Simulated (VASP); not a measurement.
# Nb3Te8Mo (P-3m1) in VASP: single point with PBE

Aim: the single point of Nb3Te8Mo with PBE.

Program: VASP 6.6.1. These are calculated values, not measurements. Logs are shortened: lines on timing, memory, paths and dates and some standing lists are left out, and cuts for length are marked.

### 1 The cell of the first run

The structure is trigonal, space group P-3m1 (No. 164). Conventional cell: a = 7.266 Å, b = 7.266 Å, c = 7.757 Å, α = 90.00°, β = 90.00°, γ = 120.00°. Nb (site symmetry 2/m) has 6 Te at 2.80 to 2.82 Å and 4 Nb at 3.63 Å and 2 Mo at 3.63 Å within 3.7 Å. Te (site symmetry 3m) has 3 Nb at 2.82 Å and 6 Te at 3.63 Å within 3.7 Å. Within 3.7 Å of Te (site symmetry m) lie 1 Mo at 2.77 Å and 2 Nb at 2.80 Å and 6 Te at 3.59 to 3.68 Å. Mo (site symmetry -3m) has 6 Te at 2.77 Å and 6 Nb at 3.63 Å within 3.7 Å.

### 2 Single point, PBE

File INCAR:

```
SYSTEM = Nb3Te8Mo
PREC = Accurate
ENCUT = 520
EDIFF = 1E-7
ISMEAR = 0
SIGMA = 0.1
LREAL = .False.
LASPH = .True.
NELM = 100
ALGO = Normal
ISIF = 2
LWAVE = .False.
LCHARG = .False.
GGA = PE
NBANDS = 62
```

File KPOINTS:

```
Automatic mesh
0
Gamma
  3 3 2
  0 0 0
```

File POSCAR:

```
Nb3Te8Mo
1.0
    7.2657959000      0.0000000000      0.0000000000
   -3.6328980000      6.2923639000      0.0000000000
    0.0000000000      0.0000000000      7.7568849000
Nb Te Mo
3 8 1
Direct
    0.0000000000      0.5000000000      0.0000000000
    0.5000000000      0.5000000000      0.0000000000
    0.5000000000      0.0000000000      0.0000000000
    0.3333333000      0.6666667000      0.7577830000
    0.3292810000      0.1646405000      0.7626670000
    0.8353595000      0.6707190000      0.7626670000
    0.8353595000      0.1646405000      0.7626670000
    0.1646405000      0.8353595000      0.2373330000
    0.1646405000      0.3292810000      0.2373330000
    0.6707190000      0.8353595000      0.2373330000
    0.6666667000      0.3333333000      0.2422170000
    0.0000000000      0.0000000000      0.0000000000
```

Potentials or basis: VASP PAW PBE potentials, release 64 (Nb_sv, Te, Mo_sv).

Started as:

```bash
$ cat potpaw_PBE.64/Nb_sv/POTCAR potpaw_PBE.64/Te/POTCAR potpaw_PBE.64/Mo_sv/POTCAR > POTCAR
$ mpirun -np 1 vasp_std > vasp.out
```

OUTCAR:

```text
SYSTEM = Nb3Te8Mo
   PREC = Accurate
   ENCUT = 520
   EDIFF = 1E-7
   ISMEAR = 0
   LREAL = .False.
   LASPH = .True.
   NELM = 100
   ISIF = 2
   GGA = PE

 ion  position               nearest neighbor table
   1  0.000  0.500  0.000-   6 2.80   9 2.80   8 2.80   7 2.80   4 2.82  11 2.82
   2  0.500  0.500  0.000-   6 2.80   9 2.80   5 2.80  10 2.80   4 2.82  11 2.82
   3  0.500  0.000  0.000-   7 2.80   8 2.80   5 2.80  10 2.80   4 2.82  11 2.82
   4  0.333  0.667  0.758-   1 2.82   3 2.82   2 2.82   6 3.63   5 3.63   7 3.63   7 3.63   6 3.63
                             5 3.63
   5  0.329  0.165  0.763-  12 2.77   3 2.80   2 2.80   7 3.59   6 3.59   4 3.63   4 3.63   7 3.68
                             6 3.68
   6  0.835  0.671  0.763-  12 2.77   2 2.80   1 2.80   5 3.59   7 3.59   4 3.63   4 3.63   5 3.68
                             7 3.68
   7  0.835  0.165  0.763-  12 2.77   3 2.80   1 2.80   5 3.59   6 3.59   4 3.63   4 3.63   5 3.68
                             6 3.68
   8  0.165  0.835  0.237-  12 2.77   3 2.80   1 2.80  10 3.59   9 3.59  11 3.63  11 3.63  10 3.68
                             9 3.68
   9  0.165  0.329  0.237-  12 2.77   2 2.80   1 2.80  10 3.59   8 3.59  11 3.63  11 3.63  10 3.68
                             8 3.68
  10  0.671  0.835  0.237-  12 2.77   3 2.80   2 2.80   8 3.59   9 3.59  11 3.63  11 3.63   8 3.68
                             9 3.68
  11  0.667  0.333  0.242-   1 2.82   3 2.82   2 2.82   9 3.63  10 3.63   8 3.63   8 3.63   9 3.63
                            10 3.63
  12  0.000  0.000  0.000-   5 2.77  10 2.77   8 2.77   7 2.77   9 2.77   6 2.77

  LATTYP: Found a hexagonal cell.
 ALAT       =     7.2657959000
 C/A-ratio  =     1.0675891543

  Lattice vectors:

 A1 = (   7.2657959000,   0.0000000000,   0.0000000000)
 A2 = (  -3.6328980000,   6.2923639000,   0.0000000000)
 A3 = (   0.0000000000,   0.0000000000,   7.7568849000)

Analysis of symmetry for initial positions (statically):
=====================================================================
 Subroutine PRICEL returns:
 Original cell was already a primitive cell.

 Routine SETGRP: Setting up the symmetry group for a
 hexagonal supercell.

 Subroutine GETGRP returns: Found 12 space group operations
 (whereof 12 operations were pure point group operations)
 out of a pool of 24 trial point group operations.

The static configuration has the point symmetry D_3d.

Analysis of symmetry for dynamics (positions and initial velocities):
=====================================================================
 Subroutine PRICEL returns:
 Original cell was already a primitive cell.

 Routine SETGRP: Setting up the symmetry group for a
 hexagonal supercell.

 Subroutine GETGRP returns: Found 12 space group operations
 (whereof 12 operations were pure point group operations)
 out of a pool of 24 trial point group operations.

The dynamic configuration has the point symmetry D_3d.

 Subroutine INISYM returns: Found 12 space group operations
 (whereof 12 operations are pure point group operations),
 and found     1 'primitive' translations

----------------------------------------------------------------------------------------

                                     Primitive cell

  volume of cell :     354.6373

  direct lattice vectors                    reciprocal lattice vectors
     7.265795900  0.000000000  0.000000000     0.137631171  0.079461394  0.000000000
    -3.632898000  6.292363900  0.000000000     0.000000000  0.158922786  0.000000000
     0.000000000  0.000000000  7.756884900     0.000000000  0.000000000  0.128917731

  length of vectors
     7.265795900  7.265795987  7.756884900     0.158922788  0.158922786  0.128917731

  position of ions in fractional coordinates (direct lattice)
     0.000000000  0.500000000  0.000000000
     0.500000000  0.500000000  0.000000000
     0.500000000  0.000000000  0.000000000
     0.333333300  0.666666700  0.757783000
     0.329281000  0.164640500  0.762667000
     0.835359500  0.670719000  0.762667000
     0.835359500  0.164640500  0.762667000
     0.164640500  0.835359500  0.237333000
     0.164640500  0.329281000  0.237333000
     0.670719000  0.835359500  0.237333000
     0.666666700  0.333333300  0.242217000
     0.000000000  0.000000000  0.000000000

  ion indices of the primitive-cell ions
   primitive index   ion index
                 1           1
                 2           2
                 3           3
                 4           4
                 5           5
                 6           6
                 7           7
                 8           8
                 9           9
                10          10
                11          11
                12          12

----------------------------------------------------------------------------------------

 KPOINTS: Automatic mesh

Automatic generation of k-mesh.
 Grid dimensions read from file:
 generate k-points for:    3    3    2

 Generating k-lattice:

  Cartesian coordinates                     Fractional coordinates (reciprocal lattice)
     0.045877057  0.026487131  0.000000000     0.333333333  0.000000000  0.000000000
     0.000000000  0.052974262  0.000000000     0.000000000  0.333333333  0.000000000
     0.000000000  0.000000000  0.064458865     0.000000000  0.000000000  0.500000000

  Length of vectors
     0.052974263  0.052974262  0.064458865

  Shift w.r.t. Gamma in fractional coordinates (k-lattice)
     0.000000000  0.000000000  0.000000000

 Subroutine IBZKPT returns following result:
 ===========================================

 Found      6 irreducible k-points:

 Following reciprocal coordinates:
            Coordinates               Weight
  0.000000  0.000000  0.000000      1.000000
  0.333333  0.000000  0.000000      6.000000
  0.333333  0.333333  0.000000      2.000000
  0.000000  0.000000  0.500000      1.000000
  0.333333  0.000000  0.500000      6.000000
  0.333333  0.333333  0.500000      2.000000
   k-points           NKPTS =      6   k-points in BZ     NKDIM =      6   number of bands    NBANDS=     62
   number of dos      NEDOS =    301   number of ions     NIONS =     12
   total plane-waves  NPLWV = 174960
   dimension x,y,z NGX =    54 NGY =   54 NGZ =   60
   dimension x,y,z NGXF=   108 NGYF=  108 NGZF=  120
   ions per type =               3   8   1
   NGX,Y,Z   is equivalent  to a cutoff of  12.36, 12.36, 12.86 a.u.
   NGXF,Y,Z  is equivalent  to a cutoff of  24.71, 24.71, 25.72 a.u.
 SYSTEM =  Nb3Te8Mo
   PREC   = accura    normal or accurate (medium, high low for compatibility)
   ISTART =      0    job   : 0-new  1-cont  2-samecut
   ICHARG =      2    charge: 1-file 2-atom 10-const
   ISPIN  =      1    spin polarized calculation?
   LNONCOLLINEAR =      F non collinear calculations
   LSORBIT =      F    spin-orbit coupling
   LASPH  =      T    aspherical Exc in radial PAW
   ENCUT  =  520.0 eV  38.22 Ry    6.18 a.u.  13.51 13.51 14.42*2*pi/ulx,y,z
   NELM   =    100;   NELMIN=  2; NELMDL= -5     # of ELM steps
   EDIFF  = 0.1E-06   stopping-criterion for ELM
   LREAL  =      F    real-space projection
   EDIFFG = 0.1E-05   stopping-criterion for IOM
   NSW    =      0    number of steps for IOM
   IBRION =     -1    ionic relax: 0-MD 1-quasi-New 2-CG
   NFREE  =      0    steps in history (QN), initial steepest desc. (CG)
   ISIF   =      2    stress and relaxation
   ISYM   =      2    0-nonsym 1-usesym 2-fastsym
   POTIM  = 0.5000    time-step for ionic-motion
   TEBEG  =    0.0;   TEEND  =   0.0 temperature during run
   PSTRESS=    0.0 pullay stress
   NELECT =     101.0000    total number of electrons
   NUPDOWN=      -1.0000    fix difference up-down
   EMIN   =  10.00;   EMAX   =-10.00  energy-range for DOS
   EFERMI =   0.00;   METHOD = LEGACY
   ISMEAR =     0;   SIGMA  =   0.10  broadening in eV -4-tet -1-fermi 0-gaus
   EFERMI_NEDOS =   21; number of points for ismear=-14 and -15
   IALGO  =     38    algorithm
   IMIX   =      4    mixing-type and parameters
     AMIX     =   0.40;   BMIX     =  1.00
     AMIX_MAG =   1.60;   BMIX_MAG =  1.00
  volume/ion in A,a.u.               =      29.55       199.43
  Fermi-wavevector in a.u.,A,eV,Ry     =   1.077095  2.035414 15.784563  1.160133
  Thomas-Fermi vector in A             =   2.212997
   LORBIT       =      0    0 simple, 1 ext, 2 COOP (PROOUT), +10 PAW based schemes
   GGA     = PE    functional components
   LHFCALC =     F    Hartree Fock is set to
   AEXX    =    0.0000 exact exchange contribution
   IVDW    =     0    specifies the selected vdW correction
   LEPSILON=     F    determine dielectric tensor
   LRPA    =     F    only Hartree local field effects (RPA)
 non-spin polarized calculation
 Gauss-broadening in eV      SIGMA  =   0.10
  energy-cutoff  :      520.00
  volume of cell :      354.64
 maximum number of plane-waves:      9587
 NGX is ok and might be reduce to    54
   NGX = 27   NGY = 27   NGZ = 29

 number of electron     100.9999998 magnetization

 Free energy of the ion-electron system (eV)
  ---------------------------------------------------
  ext. energy  EPLUGINS =         0.00000000
  ---------------------------------------------------
  free energy    TOTEN  =       -70.86662135 eV

  energy without entropy =      -70.79509073  energy(sigma->0) =      -70.83085604

 E-fermi :   6.6130     XC(G=0):  -9.4987

 val. band max:        6.6037212540   @ k =   0.3333   0.0000   0.5000
 cond. band min:       6.6276481986   @ k =   0.3333   0.0000   0.5000
 fundamental gap:      0.0239269446
 Fermi energy:         6.6130079066

 k-point     1 :       0.0000    0.0000    0.0000
  band No.  band energies     occupation
      1     -54.5116      2.00000
      2     -48.7191      2.00000
      3     -48.7108      2.00000
      4     -48.7108      2.00000
      5     -28.6386      2.00000
      6     -28.6386      2.00000
[... 379 lines left out ...]
     61       8.7225      0.00000
     62       8.7230      0.00000

------------------------ aborting loop because EDIFF is reached ----------------------------------------

  FORCE on cell =-STRESS in cart. coord.  units (eV):
  Direction    XX          YY          ZZ          XY          YZ          ZX
  --------------------------------------------------------------------------------------
  -------------------------------------------------------------------------------------
  Total       -0.3523385     -0.3523385     -0.0918410      0.0000000      0.0000000     -0.0000000
  in kB       -1.5917921     -1.5917922     -0.4149186      0.0000000      0.0000000     -0.0000000
  external PRESSURE =      -1.1995010 kB  Pullay stress =       0.0000000 kB

 VOLUME and BASIS-vectors are now :
 -----------------------------------------------------------------------------
  energy-cutoff  :      520.00
  volume of cell :      354.64
      direct lattice vectors                 reciprocal lattice vectors
     7.265795900  0.000000000  0.000000000     0.137631171  0.079461394  0.000000000
    -3.632898000  6.292363900  0.000000000     0.000000000  0.158922786  0.000000000
     0.000000000  0.000000000  7.756884900     0.000000000  0.000000000  0.128917731

 POSITION                                       TOTAL-FORCE (eV/Angst)
 -----------------------------------------------------------------------------------
     -1.81645      3.14618      0.00000        -0.000000     -0.000000      0.000000
      1.81645      3.14618      0.00000        -0.000000     -0.000000      0.000000
      3.63290      0.00000      0.00000        -0.000000     -0.000000      0.000000
     -0.00000      4.19491      5.87804        -0.000000     -0.000000      0.000416
      1.79437      1.03598      5.91592         0.005455      0.003149     -0.039422
      3.63290      4.22041      5.91592         0.000000     -0.006299     -0.039422
      5.47143      1.03598      5.91592        -0.005455      0.003149     -0.039422
     -1.83853      5.25639      1.84096         0.005455     -0.003149      0.039422
     -0.00000      2.07196      1.84096        -0.000000      0.006299      0.039422
      1.83853      5.25639      1.84096        -0.005455     -0.003149      0.039422
      3.63290      2.09745      1.87885        -0.000000     -0.000000     -0.000416
      0.00000      0.00000      0.00000        -0.000000     -0.000000      0.000000
 -----------------------------------------------------------------------------------
    total drift:                                0.000000     -0.000000      0.000000

  FREE ENERGIE OF THE ION-ELECTRON SYSTEM (eV)
  ---------------------------------------------------
  free  energy   TOTEN  =       -70.8666213495 eV

  energy  without entropy=      -70.7950907289  energy(sigma->0) =      -70.83085604
```

Wall time 4.2 min (1 thread of AMD EPYC 7R13 (Zen 3), shared host); peak memory 0.45 GiB.

Results:

```
Free energy   : -70.8666 eV
Pressure      : -0.1 GPa
Largest force : 0.040 eV/Å
```

Forces in eV/Å, atoms in the order of the input:
```
Nb   0.000  0.000  0.000
Nb   0.000  0.000  0.000
Nb   0.000  0.000  0.000
Te   0.000  0.000  0.000
Te   0.005  0.003 -0.039
Te   0.000 -0.006 -0.039
Te  -0.005  0.003 -0.039
Te   0.005 -0.003  0.039
Te   0.000  0.006  0.039
Te  -0.005 -0.003  0.039
Te   0.000  0.000  0.000
Mo   0.000  0.000  0.000
```

Stress tensor (GPa, compression positive):
```
-0.16  0.00  0.00
 0.00 -0.16  0.00
 0.00  0.00 -0.04
```

Caveat: the k points lie up to 0.41 Å⁻¹ apart; spin-orbit coupling is left out, which moves the levels of the heavy elements; this functional lacks dispersion, which binds the layers, so the pressure and a relaxed spacing across them are unreliable.
